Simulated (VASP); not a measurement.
Wanted: the native input for a VASP 6.6.1 run.

```yaml
Task: single point
Functional: PBE
Potentials_or_basis: VASP PAW PBE potentials, release 64 (B, As)
Cutoff: 520 eV
k_mesh: 10 × 10 × 10
Occupations: gaussian, width 0.05 eV
Spin: no spin polarisation
Dipole_correction: no
Further_INCAR_settings: ALGO = Normal; EDIFF = 1e-07; NBANDS = 11
```

The structure of BAs lies in POSCAR:

```
BAs
1.0
    0.0000000000      2.3885000000      2.3885000000
    2.4123850000      0.0000000000      2.3885000000
    2.4123850000      2.3885000000      0.0000000000
B As
1 1
Direct
    0.0000000000      0.0000000000      0.0000000000
    0.7500000000      0.7500000000      0.7500000000
```

This cell differs from its parent crystal: strain +0.0100 x Voigt [1, 0, 0, 0, 0, 0].

These files were run (other wordings do the same):

INCAR

```
ALGO     = Normal         # electronic algorithm
EDIFF    = 1E-7           # SCF threshold, eV
ENCUT    = 520            # plane-wave cutoff, eV
GGA      = PE             # functional
ISIF     = 2              # what is computed and relaxed
ISMEAR   = 0              # smearing method
LASPH    = T              # aspherical terms in the spheres
LCHARG   = F              # write CHGCAR
LREAL    = F              # projectors in reciprocal space
LWAVE    = F              # write WAVECAR
NBANDS   = 11             # bands
NELM     = 80             # most SCF steps
PREC     = Accurate       # precision mode
SIGMA    = 0.05           # smearing width, eV
```

KPOINTS

```
k-points
0
Gamma
  10 10 10
```

Potentials or basis: VASP PAW PBE potentials, release 64 (B, As).

Command:

```bash
$ cat potpaw_PBE.64/B/POTCAR potpaw_PBE.64/As/POTCAR > POTCAR
$ mpirun -np 1 vasp_std > vasp.out
```

Results of the run:

- Pressure: 2.0 GPa
- Band gap on the k mesh: 1.11 eV, indirect (least direct gap 3.21 eV)

Caveat: the cell differs from its parent crystal (strain +0.0100 x Voigt [1, 0, 0, 0, 0, 0]).

Wall time 18 s on 1 thread of Intel(R) Xeon(R) 6975P-C (Granite Rapids), with other jobs on the host, peak memory 0.18 GiB.
